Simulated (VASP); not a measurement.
ZrC: single point with LDA

ZrC:

```
CELL_PARAMETERS angstrom
3.36871 0.00000 0.00000
-1.68436 2.91739 0.00000
0.00000 0.00000 5.25455
ATOMIC_POSITIONS crystal
Zr 0.66667 0.33333 0.75000
Zr 0.33333 0.66667 0.25000
C 0.00000 0.00000 0.50000
C 0.00000 0.00000 0.00000
```

This cell differs from its parent crystal: volume scaled by 0.98.

- Program: VASP 6.6.1
- Task: single point
- Functional: LDA
- Potentials or basis: VASP PAW LDA potentials, release 64 (Zr_sv, C)
- Cutoff: 520 eV
- k mesh: 9 × 9 × 5
- Occupations: fermi-dirac, width 0.05 eV
- Spin: no spin polarisation
- Dipole correction: no
- Further INCAR settings: ALGO = Normal; EDIFF = 1e-06; NBANDS = 24

- Pressure: -7.0 GPa
- Band gap on the k mesh: zero (band 16 reaches 10.73 eV, above the bottom of band 17 at 9.77 eV)

Stress tensor (GPa, compression positive):
```
-7.68  0.00  0.00
 0.00 -7.68  0.00
 0.00  0.00 -5.78
```

Levels at points of the mesh, in eV from the Fermi level:
```
           k point  band 13  band 14  band 15  band 16  band 17  band 18  band 19  band 20
(0.00, 0.00, 0.00)    -2.84    -1.10    -1.10     0.94     1.24     1.24     1.66     1.66
```

It took 41 s on 1 thread of Intel Xeon 6975P-C, with other jobs on the host, peak memory 0.17 GiB.
